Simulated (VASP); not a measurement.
Here is a VASP 6.6.1 calculation.

POSCAR

```
CuRu
1.0
    2.9790144876      0.0000000000      0.0000000000
    0.0000000000      2.9790144876      0.0000000000
    0.0000000000      0.0000000000      2.9790144876
Cu Ru
1 1
Direct
    0.0000000000      0.0000000000      0.0000000000
    0.5000000000      0.5000000000      0.5000000000
```

The input INCAR.step1:

```
SYSTEM = CuRu
PREC = Accurate
ENCUT = 520
ISMEAR = 0
SIGMA = 0.1
LREAL = .FALSE.
LASPH = .TRUE.
NELM = 100
NBANDS = 20
GGA = PE
ALGO = Normal
EDIFF = 1E-4
LWAVE = .TRUE.
LCHARG = .FALSE.
```

INCAR.step2

```
SYSTEM = CuRu
PREC = Accurate
ENCUT = 520
EDIFF = 1E-7
ISMEAR = 0
SIGMA = 0.1
LREAL = .FALSE.
LASPH = .TRUE.
NELM = 100
ALGO = Normal
ISIF = 2
LWAVE = .FALSE.
LCHARG = .FALSE.
METAGGA = R2SCAN
LMIXTAU = .TRUE.
NBANDS = 20
ISTART = 1
```

KPOINTS

```
regular mesh
0
G
  6 6 6
  0 0 0
```

Potentials or basis: VASP PAW PBE potentials, release 64 (Cu, Ru_pv).

Launch:

```bash
$ cat potpaw_PBE.64/Cu/POTCAR potpaw_PBE.64/Ru_pv/POTCAR > POTCAR
$ cp INCAR.step1 INCAR
$ mpirun -np 1 vasp_std > vasp.out
$ cp INCAR.step2 INCAR
$ mpirun -np 1 vasp_std > vasp.out
```

What does it give for the pressure?

-9.8 GPa.

Caveat: the PAW data sets were made with another functional, which shifts forces and pressure a little.
